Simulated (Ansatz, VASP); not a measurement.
# SiO2: VASP beside Ansatz

File POSCAR:

```
SiO2
1.0
    0.0000000000      2.2641691115      2.2641691115
    2.3483962024      0.0000000000      2.2641691115
    2.3483962024      2.2641691115      0.0000000000
Si O
1 2
Direct
    0.0000000000      0.0000000000      0.0000000000
    0.2500000000      0.2500000000      0.2500000000
    0.7500000000      0.7500000000      0.7500000000
```

File INCAR.step1:

```
SYSTEM = SiO2
PREC = Accurate
ENCUT = 520
ISMEAR = 0
SIGMA = 0.01
LREAL = .FALSE.
LASPH = .TRUE.
NELM = 100
NBANDS = 15
GGA = PE
ALGO = Normal
EDIFF = 1E-4
LWAVE = .TRUE.
LCHARG = .FALSE.
```

The input INCAR.step2:

```
SYSTEM = SiO2
PREC = Accurate
ENCUT = 520
EDIFF = 1E-7
ISMEAR = 0
SIGMA = 0.01
LREAL = .FALSE.
LASPH = .TRUE.
NELM = 100
ALGO = Normal
ISIF = 2
LWAVE = .FALSE.
LCHARG = .FALSE.
METAGGA = R2SCAN
LMIXTAU = .TRUE.
NBANDS = 15
ISTART = 1
```

File KPOINTS:

```
regular mesh
0
G
  10 10 10
  0 0 0
```

Input for Ansatz:

```yaml
crystal:
  lattice:
    - [0.0, 2.2641691115, 2.2641691115]
    - [2.3483962024, 0.0, 2.2641691115]
    - [2.3483962024, 2.2641691115, 0.0]
  atoms:
    - { symbol: Si, position: [0.0, 0.0, 0.0] }
    - { symbol: O, position: [0.25, 0.25, 0.25] }
    - { symbol: O, position: [0.75, 0.75, 0.75] }
kpoints:
  mp_grid: { grid: [10, 10, 10] }
  band_path:
    path:
      - [0.0, 0.0, 0.0]
      - [0.5, 0.0, 0.5]
      - [0.625, 0.25, 0.625]
      - [0.375, 0.375, 0.75]
      - [0.5, 0.5, 0.5]
      - [0.5, 0.25, 0.75]
    npoints: 1
hamiltonian:
  xc: r2scan
scf:
  occupations: { method: fixed }
  n_extra_bands: 4
output:
  forces: true
  stress: true
  eigenvalues: true
  write_density: true
  write_potential: true
  elf: true
  volumetric_format: npy
```

Change from the starting cell: uniaxial_x strain +3.7%.

Alike in both runs: task single point; functional r2SCAN; k mesh 10 × 10 × 10; no spin polarisation.

|  | VASP | Ansatz |
| --- | --- | --- |
| version | VASP 6.6.1 | Ansatz 0.2.0 |
| potentials or method | VASP PAW PBE potentials, release 64 (Si, O) | plane waves, PAW |
| plane-wave cutoff (eV) | 520 | 500 |
| occupations | gaussian, width 0.01 eV | fixed |
| valence electrons in the cell | 16 | 16 |

VASP gave:

| Property | Result |
| --- | --- |
| gap on the k mesh at the Fermi level (eV) | 2.15 |
| pressure (GPa) | -9.4 |
| traceless stress, the component that is largest in VASP (GPa) | -25.44 |

Question: What did Ansatz give for the same quantities?

Answer: gap on the k mesh at the Fermi level (eV): 2.16; pressure (GPa): -9.9; traceless stress, the component that is largest in VASP (GPa): -25.47.

VASP's potentials were made for PBE, not for r2SCAN.
